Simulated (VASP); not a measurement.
# CaH4 (tetrahydride) (I4/mmm) in VASP: notebook

The runs below take CaH4 (tetrahydride) through single point, with PBEsol.

All numbers are computed with VASP 6.6.1; they aren't measurements. Logs are shortened: lines on timing, memory, paths and dates and some standing lists are left out, and cuts for length are marked.

### 1 The cell of the first run

It takes space group I4/mmm (No. 139, tetragonal). Conventional cell: a = 3.285 Å, b = 3.285 Å, c = 5.507 Å, α = 90.00°, β = 90.00°, γ = 90.00°. Within 2.8 Å of Ca (site symmetry 4/mmm) lie 18 H at 2.14 to 2.40 Å. H (site symmetry -4m2) has 12 H at 1.94 to 2.38 Å and 4 Ca at 2.14 Å within 2.6 Å. Within 1.0 Å of H (site symmetry 4mm) lie 1 H at 0.70 Å.

### 2 Single point, PBEsol

The input, INCAR:

```
SYSTEM = CaH4
ALGO = Normal ; EDIFF = 1E-6
ENCUT = 500 ; GGA = PS
GGA_COMPAT = .FALSE. ; ISIF = 2
ISMEAR = 0 ; LASPH = .TRUE.
LCHARG = .FALSE. ; LREAL = .FALSE.
LWAVE = .FALSE. ; NBANDS = 15
NELM = 120 ; PREC = Accurate
SIGMA = 0.03
```

The input, KPOINTS:

```
k-points
0
G
  10 10 10
  0 0 0
```

The input, POSCAR:

```
CaH4
1.0
   -1.6423997432      1.6423997432      2.7535200863
    1.6423997432     -1.6423997432      2.7535200863
    1.6423997432      1.6423997432     -2.7535200863
Ca H
1 4
Direct
    0.0000000000      0.0000000000      0.0000000000
    0.7500000000      0.2500000000      0.5000000000
    0.2500000000      0.7500000000      0.5000000000
    0.4361062460      0.4361062460      0.0000000000
    0.5638937540      0.5638937540      0.0000000000
```

Potentials or basis: VASP PAW PBE potentials, release 64 (Ca_sv, H).

Started as:

```
> cat potpaw_PBE.64/Ca_sv/POTCAR potpaw_PBE.64/H/POTCAR > POTCAR
> mpirun -np 1 vasp_std > vasp.out
```

OUTCAR:

```text
SYSTEM = CaH4
   EDIFF = 1E-6
   ENCUT = 500
   GGA = PS
   ISIF = 2
   ISMEAR = 0
   LASPH = .TRUE.
   LREAL = .FALSE.
   NELM = 120
   PREC = Accurate

 ion  position               nearest neighbor table
   1  0.000  0.000  0.000-
   2  0.750  0.250  0.500-
   3  0.250  0.750  0.500-
   4  0.436  0.436  0.000-   5 0.70
   5  0.564  0.564  0.000-   4 0.70

  LATTYP: Found a body centered tetragonal cell.
 ALAT       =     3.2847994864
 C/A-ratio  =     1.6765224774

  Lattice vectors:

 A1 = (  -1.6423997432,   1.6423997432,   2.7535200863)
 A2 = (   1.6423997432,  -1.6423997432,   2.7535200863)
 A3 = (   1.6423997432,   1.6423997432,  -2.7535200863)

Analysis of symmetry for initial positions (statically):
=====================================================================
 Subroutine PRICEL returns:
 Original cell was already a primitive cell.

 Routine SETGRP: Setting up the symmetry group for a
 body centered tetragonal supercell.

 Subroutine GETGRP returns: Found 16 space group operations
 (whereof 16 operations were pure point group operations)
 out of a pool of 16 trial point group operations.

The static configuration has the point symmetry D_4h.

Analysis of symmetry for dynamics (positions and initial velocities):
=====================================================================
 Subroutine PRICEL returns:
 Original cell was already a primitive cell.

 Routine SETGRP: Setting up the symmetry group for a
 body centered tetragonal supercell.

 Subroutine GETGRP returns: Found 16 space group operations
 (whereof 16 operations were pure point group operations)
 out of a pool of 16 trial point group operations.

The dynamic configuration has the point symmetry D_4h.

 Subroutine INISYM returns: Found 16 space group operations
 (whereof 16 operations are pure point group operations),
 and found     1 'primitive' translations

----------------------------------------------------------------------------------------

                                     Primitive cell

  volume of cell :      29.7102

  direct lattice vectors                    reciprocal lattice vectors
    -1.642399743  1.642399743  2.753520086     0.000000000  0.304432585  0.181585746
     1.642399743 -1.642399743  2.753520086     0.304432585  0.000000000  0.181585746
[... 97 lines left out ...]
   ISIF   =      2    stress and relaxation
   ISYM   =      2    0-nonsym 1-usesym 2-fastsym
   POTIM  = 0.5000    time-step for ionic-motion
   TEBEG  =    0.0;   TEEND  =   0.0 temperature during run
   PSTRESS=    0.0 pullay stress
   NELECT =      14.0000    total number of electrons
   NUPDOWN=      -1.0000    fix difference up-down
   EMIN   =  10.00;   EMAX   =-10.00  energy-range for DOS
   EFERMI =   0.00;   METHOD = LEGACY
   ISMEAR =     0;   SIGMA  =   0.03  broadening in eV -4-tet -1-fermi 0-gaus
   EFERMI_NEDOS =   21; number of points for ismear=-14 and -15
   IALGO  =     38    algorithm
   IMIX   =      4    mixing-type and parameters
     AMIX     =   0.40;   BMIX     =  1.00
     AMIX_MAG =   1.60;   BMIX_MAG =  1.00
  volume/ion in A,a.u.               =       5.94        40.10
  Fermi-wavevector in a.u.,A,eV,Ry     =   1.273940  2.407397 22.081197  1.622922
  Thomas-Fermi vector in A             =   2.406735
   LORBIT       =      0    0 simple, 1 ext, 2 COOP (PROOUT), +10 PAW based schemes
   GGA     = PS    functional components
   LHFCALC =     F    Hartree Fock is set to
   AEXX    =    0.0000 exact exchange contribution
   IVDW    =     0    specifies the selected vdW correction
   LEPSILON=     F    determine dielectric tensor
   LRPA    =     F    only Hartree local field effects (RPA)
 non-spin polarized calculation
 Gauss-broadening in eV      SIGMA  =   0.03
  energy-cutoff  :      500.00
  volume of cell :       29.71
 maximum number of plane-waves:       765
 NGX is ok and might be reduce to    28
   NGX = 13   NGY = 13   NGZ = 13

 number of electron      14.0000001 magnetization

 Free energy of the ion-electron system (eV)
  ---------------------------------------------------
  ext. energy  EPLUGINS =         0.00000000
  ---------------------------------------------------
  free energy    TOTEN  =       -15.82237849 eV

  energy without entropy =      -15.82237849  energy(sigma->0) =      -15.82237849

 E-fermi :   5.2725     XC(G=0): -10.9343

 val. band max:        5.0536473936   @ k =   0.0000   0.0000   0.0000
 cond. band min:       5.6453040855   @ k =   0.3000   0.3000   0.2000
 fundamental gap:      0.5916566919
 Fermi energy:         5.2725280980

 k-point     1 :       0.0000    0.0000    0.0000
  band No.  band energies     occupation
      1     -35.3305      2.00000
      2     -16.2598      2.00000
      3     -16.2518      2.00000
      4     -16.2518      2.00000
      5      -7.4907      2.00000
      6       2.5078      2.00000
      7       5.0536      2.00000
      8       6.6563      0.00000
      9       7.6559      0.00000
     10       7.6559      0.00000
     11       9.3055      0.00000
     12      10.2250      0.00000
     13      10.2417      0.00000
     14      15.9508      0.00000
[... 401 lines left out ...]
      2     -16.8412      2.00000
      3     -16.6434      2.00000
      4     -16.4170      2.00000
      5      -5.2384      2.00000
      6      -0.1256      2.00000
      7       1.3122      2.00000
      8       7.1177      0.00000
      9       8.6619      0.00000
     10       9.8870      0.00000
     11      10.9934      0.00000
     12      12.1519      0.00000
     13      13.1688      0.00000
     14      13.4659      0.00000
     15      17.2242      0.00000

 [... further k-points ...]
[... 5 lines left out ...]
  --------------------------------------------------------------------------------------
  -------------------------------------------------------------------------------------
  Total        4.9223943      4.9223943      6.6555033      0.0000000     -0.0000000      0.0000000
  in kB      265.4489478    265.4489478    358.9099607      0.0000000     -0.0000000      0.0000000
  external PRESSURE =     296.6026187 kB  Pullay stress =       0.0000000 kB

 VOLUME and BASIS-vectors are now :
 -----------------------------------------------------------------------------
  energy-cutoff  :      500.00
  volume of cell :       29.71
      direct lattice vectors                 reciprocal lattice vectors
    -1.642399743  1.642399743  2.753520086     0.000000000  0.304432585  0.181585746
     1.642399743 -1.642399743  2.753520086     0.304432585  0.000000000  0.181585746
     1.642399743  1.642399743 -2.753520086     0.304432585  0.304432585  0.000000000

 POSITION                                       TOTAL-FORCE (eV/Angst)
 -----------------------------------------------------------------------------------
      0.00000      0.00000      0.00000         0.000000      0.000000      0.000000
      0.00000      1.64240      1.37676         0.000000      0.000000     -0.000000
      1.64240      0.00000      1.37676         0.000000      0.000000      0.000000
      0.00000      0.00000      2.40165         0.000000      0.000000     -3.271818
      0.00000      0.00000      3.10539        -0.000000     -0.000000      3.271818
 -----------------------------------------------------------------------------------
    total drift:                               -0.000000     -0.000000      0.000000

  FREE ENERGIE OF THE ION-ELECTRON SYSTEM (eV)
  ---------------------------------------------------
  free  energy   TOTEN  =       -15.8223784910 eV

  energy  without entropy=      -15.8223784910  energy(sigma->0) =      -15.82237849
```

OSZICAR:

```text
N       E                     dE             d eps       ncg     rms          rms(c)
DAV:   1     0.802360843596E+02    0.80236E+02   -0.68210E+03  3060   0.902E+02
DAV:   2    -0.140835616718E+02   -0.94320E+02   -0.90558E+02  3760   0.237E+02
DAV:   3    -0.164959877990E+02   -0.24124E+01   -0.24016E+01  3862   0.370E+01
DAV:   4    -0.165523348319E+02   -0.56347E-01   -0.56327E-01  3952   0.497E+00
DAV:   5    -0.165536435434E+02   -0.13087E-02   -0.13087E-02  3894   0.547E-01    0.680E+00
DAV:   6    -0.160174204212E+02    0.53622E+00   -0.20062E-01  3687   0.401E+00    0.364E+00
DAV:   7    -0.158225301009E+02    0.19489E+00   -0.30202E-01  4112   0.412E+00    0.409E-01
DAV:   8    -0.158225838639E+02   -0.53763E-04   -0.35097E-02  3438   0.200E+00    0.162E-01
DAV:   9    -0.158224051671E+02    0.17870E-03   -0.17938E-03  3716   0.466E-01    0.942E-02
DAV:  10    -0.158223854880E+02    0.19679E-04   -0.20773E-04  3550   0.145E-01    0.326E-02
DAV:  11    -0.158223792086E+02    0.62794E-05   -0.36766E-05  3770   0.569E-02    0.719E-03
DAV:  12    -0.158223784910E+02    0.71758E-06   -0.48199E-06  3530   0.200E-02
   1 F= -.15822378E+02 E0= -.15822378E+02  d E =-.128884E-27
```

stdout:

```text
POSCAR found type information on POSCAR CaH
 POSCAR found :  2 types and       5 ions
 scaLAPACK will be used
 -----------------------------------------------------------------------------
|                                                                             |
|                                                                             |
|     You enforced a specific xc type in the INCAR file but a different       |
|     I HOPE YOU KNOW WHAT YOU ARE DOING!                                     |
|                                                                             |
 -----------------------------------------------------------------------------

 LDA part: xc-table for (Slater+PW92), standard interpolation
 POSCAR, INCAR and KPOINTS ok, starting setup
 FFT: planning ... GRIDC
 FFT: planning ... GRID_SOFT
 FFT: planning ... GRID
 WAVECAR not read
 entering main loop
```

Run time: 65 s. Hardware: 1 thread of Intel Xeon 8259CL, shared host; peak memory 0.18 GiB.

Results:

```yaml
Free_energy: -15.8224 eV
Pressure: 29.7 GPa
Largest_force: 3.272 eV/Å
Band_gap_on_the_k_mesh: 0.59 eV, indirect (least direct gap 1.60 eV)
```

Forces in eV/Å, atoms in the order of the input:
```
Ca   0.000  0.000  0.000
H    0.000  0.000  0.000
H    0.000  0.000  0.000
H    0.000  0.000 -3.272
H    0.000  0.000  3.272
```

Levels at points of the mesh, in eV from the valence-band top:
```tsv
k point	band 4	band 5	band 6	band 7	band 8	band 9	band 10	band 11
(0.00, 0.00, 0.00)	-21.31	-12.54	-2.55	0.00	1.60	2.60	2.60	4.25
(0.50, 0.00, 0.00)	-21.31	-10.00	-6.24	-1.95	0.61	2.30	5.28	5.57
(0.50, 0.50, 0.00)	-21.45	-10.63	-4.88	-3.68	2.57	4.38	5.04	5.61
(0.50, 0.50, 0.50)	-21.42	-10.70	-5.71	-3.60	5.47	5.80	5.90	5.90
```

Caveat: the PAW data sets were made with another functional, which shifts forces and pressure a little. A k mesh can miss the band edges.

### 3 Single point, PBEsol

The input, INCAR:

```
SYSTEM = CaH4
PREC = Accurate ; ENCUT = 500
EDIFF = 1E-6 ; ISMEAR = 0
SIGMA = 0.03 ; LREAL = .False.
LASPH = .True. ; NELM = 120
ALGO = Normal ; ISIF = 2
LWAVE = .False. ; LCHARG = .True.
GGA = PS ; LELF = .True.
LVHAR = .True. ; NBANDS = 15
GGA_COMPAT = .False.
```

The input, KPOINTS:

```
Automatic mesh
0
Gamma
  10 10 10
  0 0 0
```

POSCAR, as its differences from that of step 2:

```diff
@@ -11,3 +11,3 @@
     0.2500000000      0.7500000000      0.5000000000
-    0.4361062460      0.4361062460      0.0000000000
-    0.5638937540      0.5638937540      0.0000000000
+    0.4315666024      0.4315666024      0.0000000000
+    0.5684333976      0.5684333976      0.0000000000
```

Potentials or basis: VASP PAW PBE potentials, release 64 (Ca_sv, H).

Started as:

```
> cat potpaw_PBE.64/Ca_sv/POTCAR potpaw_PBE.64/H/POTCAR > POTCAR
> mpirun -np 1 vasp_std > vasp.out
```

Wall time 69 s (1 thread of Intel Xeon 8259CL, shared host); peak memory 0.18 GiB.

Results (log left out):

```
Free energy            : -15.9356 eV
Pressure               : 27.2 GPa
Largest force          : 1.364 eV/Å
Band gap on the k mesh : 0.39 eV, indirect (least direct gap 1.64 eV)
```

Forces on the atoms (eV/Å):
```
Ca   0.000  0.000  0.000
H    0.000  0.000  0.000
H    0.000  0.000  0.000
H    0.000  0.000 -1.364
H    0.000  0.000  1.364
```

Stress tensor (GPa, compression positive):
```
25.90  0.00  0.00
 0.00 25.90  0.00
 0.00  0.00 29.86
```

Levels at points of the mesh, in eV from the valence-band top:
```csv
k point,band 3,band 4,band 5,band 6,band 7,band 8,band 9,band 10,band 11,band 12
"(0.00, 0.00, 0.00)",-21.26,-21.26,-12.38,-2.22,0.00,1.64,2.61,2.61,4.27,4.78
"(0.50, 0.00, 0.00)",-21.40,-21.27,-9.71,-6.27,-1.85,0.57,2.33,5.31,5.56,7.37
"(0.50, 0.50, 0.00)",-21.64,-21.41,-10.33,-4.88,-3.68,2.29,4.49,5.08,5.64,6.45
"(0.50, 0.50, 0.50)",-21.38,-21.38,-10.39,-5.77,-3.58,5.67,5.84,5.94,5.94,6.57
```

Caveat: the PAW data sets were made with another functional, which shifts forces and pressure a little.

### 4 Single point, PBEsol

The input, INCAR:

```
SYSTEM = CaH4
ALGO = Normal ; EDIFF = 1E-6
ENCUT = 500 ; GGA = PS
GGA_COMPAT = .FALSE. ; ISIF = 2
ISMEAR = 0 ; LASPH = .TRUE.
LCHARG = .FALSE. ; LREAL = .FALSE.
LWAVE = .FALSE. ; NBANDS = 15
NELM = 120 ; PREC = Accurate
SIGMA = 0.03
```

The input, KPOINTS:

```
k-points
0
G
  10 10 10
  0 0 0
```

POSCAR, as its differences from that of step 3:

```diff
@@ -11,3 +11,3 @@
     0.2500000000      0.7500000000      0.5000000000
-    0.4315666024      0.4315666024      0.0000000000
-    0.5684333976      0.5684333976      0.0000000000
+    0.4270269587      0.4270269587      0.0000000000
+    0.5729730413      0.5729730413      0.0000000000
```

Potentials or basis: VASP PAW PBE potentials, release 64 (Ca_sv, H).

Started as:

```
> cat potpaw_PBE.64/Ca_sv/POTCAR potpaw_PBE.64/H/POTCAR > POTCAR
> mpirun -np 1 vasp_std > vasp.out
```

OUTCAR:

```text
SYSTEM = CaH4
   EDIFF = 1E-6
   ENCUT = 500
   GGA = PS
   ISIF = 2
   ISMEAR = 0
   LASPH = .TRUE.
   LREAL = .FALSE.
   NELM = 120
   PREC = Accurate

 ion  position               nearest neighbor table
   1  0.000  0.000  0.000-
   2  0.750  0.250  0.500-
   3  0.250  0.750  0.500-
   4  0.427  0.427  0.000-   5 0.80
   5  0.573  0.573  0.000-   4 0.80

  LATTYP: Found a body centered tetragonal cell.
[... 625 lines left out ...]
     13      13.0346      0.00000
     14      13.3986      0.00000
     15      17.2738      0.00000

 [... further k-points ...]
[... 5 lines left out ...]
  --------------------------------------------------------------------------------------
  -------------------------------------------------------------------------------------
  Total        4.6745429      4.6745429      4.6811552      0.0000000     -0.0000000      0.0000000
  in kB      252.0831154    252.0831154    252.4396957      0.0000000     -0.0000000      0.0000000
  external PRESSURE =     252.2019755 kB  Pullay stress =       0.0000000 kB

 VOLUME and BASIS-vectors are now :
 -----------------------------------------------------------------------------
  energy-cutoff  :      500.00
  volume of cell :       29.71
      direct lattice vectors                 reciprocal lattice vectors
    -1.642399743  1.642399743  2.753520086     0.000000000  0.304432585  0.181585746
     1.642399743 -1.642399743  2.753520086     0.304432585  0.000000000  0.181585746
     1.642399743  1.642399743 -2.753520086     0.304432585  0.304432585  0.000000000

 POSITION                                       TOTAL-FORCE (eV/Angst)
 -----------------------------------------------------------------------------------
      0.00000      0.00000      0.00000         0.000000      0.000000      0.000000
      0.00000      1.64240      1.37676         0.000000      0.000000      0.000000
      1.64240      0.00000      1.37676         0.000000      0.000000      0.000000
      0.00000      0.00000      2.35165        -0.000000     -0.000000     -0.010636
      0.00000      0.00000      3.15539         0.000000      0.000000      0.010636
 -----------------------------------------------------------------------------------
    total drift:                               -0.000000     -0.000000      0.000000

  FREE ENERGIE OF THE ION-ELECTRON SYSTEM (eV)
  ---------------------------------------------------
  free  energy   TOTEN  =       -15.9680098257 eV

  energy  without entropy=      -15.9680098230  energy(sigma->0) =      -15.96800982
```

Run time: 62 s. Hardware: 1 thread of Intel Xeon 8259CL, shared host; peak memory 0.19 GiB.

What came out:

```yaml
Free_energy: -15.9680 eV
Pressure: 25.2 GPa
Largest_force: 0.011 eV/Å
Band_gap_on_the_k_mesh: 0.19 eV, indirect (least direct gap 1.68 eV)
```

Forces in eV/Å, atoms in the order of the input:
```
Ca   0.000  0.000  0.000
H    0.000  0.000  0.000
H    0.000  0.000  0.000
H    0.000  0.000 -0.011
H    0.000  0.000  0.011
```

Caveat: the PAW data sets were made with another functional, which shifts forces and pressure a little.

### 5 Single point, PBEsol

The input, INCAR:

```
SYSTEM = CaH4
  ALGO = Normal
  EDIFF = 1E-6
  ENCUT = 500
  GGA = PS
  GGA_COMPAT = .FALSE.
  ISIF = 2
  ISMEAR = 0
  LASPH = .TRUE.
  LCHARG = .TRUE.
  LELF = .TRUE.
  LREAL = .FALSE.
  LVHAR = .TRUE.
  LWAVE = .FALSE.
  NBANDS = 15
  NELM = 120
  PREC = Accurate
  SIGMA = 0.03
```

KPOINTS is that of step 4.

POSCAR, as its differences from that of step 4:

```diff
@@ -11,3 +11,3 @@
     0.2500000000      0.7500000000      0.5000000000
-    0.4270269587      0.4270269587      0.0000000000
-    0.5729730413      0.5729730413      0.0000000000
+    0.4224873150      0.4224873150      0.0000000000
+    0.5775126850      0.5775126850      0.0000000000
```

Started as:

```
> cat potpaw_PBE.64/Ca_sv/POTCAR potpaw_PBE.64/H/POTCAR > POTCAR
> mpirun -np 1 vasp_std > vasp.out
```

Run time: 64 s. Hardware: 1 thread of Intel Xeon 8259CL, shared host; peak memory 0.19 GiB.

The run converged. Its results:

- Free energy: -15.9433 eV
- Pressure: 23.6 GPa
- Largest force: 0.939 eV/Å
- Band gap on the k mesh: zero (band 7 reaches 4.99 eV, above the bottom of band 8 at 4.98 eV)

Forces in eV/Å, atoms in the order of the input:
```
Ca   0.000  0.000  0.000
H    0.000  0.000  0.000
H    0.000  0.000  0.000
H    0.000  0.000  0.939
H    0.000  0.000 -0.939
```

Stress tensor (GPa, compression positive):
```
24.43  0.00  0.00
 0.00 24.43  0.00
 0.00  0.00 21.79
```

Levels at points of the mesh, in eV from the Fermi level:
```
           k point  band 3  band 4  band 5  band 6  band 7  band 8  band 9  band 10  band 11  band 12
(0.00, 0.00, 0.00)  -21.14  -21.14  -12.06   -1.54    0.03    1.76    2.67     2.67     4.04     4.34
(0.50, 0.00, 0.00)  -21.29  -21.14   -9.12   -6.30   -1.61    0.50    2.43     5.42     5.57     7.45
(0.50, 0.50, 0.00)  -21.52  -21.31   -9.72   -4.85   -3.64    1.76    4.71     5.18     5.77     6.76
(0.50, 0.50, 0.50)  -21.25  -21.25   -9.76   -5.87   -3.51    5.97    6.04     6.04     6.09     6.61
```

Caveat: the PAW data sets were made with another functional, which shifts forces and pressure a little.
